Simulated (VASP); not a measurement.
Input of a VASP 6.6.1 run:

INCAR

```
  PREC = Accurate
  ENCUT = 520
  EDIFF = 1E-7
  ISMEAR = 0
  SIGMA = 0.15
  LREAL = F
  LASPH = T
  NELM = 60
  ALGO = Normal
  ISIF = 2
  LWAVE = F
  LCHARG = T
  GGA = PS
  LELF = T
  LVHAR = T
  NBANDS = 18
```

The input KPOINTS:

```
regular mesh
0
Gamma
  9 9 5
```

The input POSCAR:

```
Ag
1.0
    2.9300000000      0.0000000000      0.0000000000
   -1.4650000000      2.5374540000      0.0000000000
    0.0000000000      0.0000000000      4.7900000000
Ag
2
Direct
    0.3333333333      0.6666666667      0.2500000000
    0.6666666667      0.3333333333      0.7500000000
```

Potentials or basis: VASP PAW PBE potentials, release 64 (Ag).

Launch:

```bash
$ cat potpaw_PBE.64/Ag/POTCAR > POTCAR
$ mpirun -np 1 vasp_std > vasp.out
```

(1) What does it give for the pressure?

(2) What does it give for the band gap on the k mesh?

Answers

(1) -6.9 GPa.

(2) zero (band 11 reaches 11.41 eV, above the bottom of band 12 at 4.43 eV).

Caveat: the PAW data sets were made with another functional, which shifts forces and pressure a little.
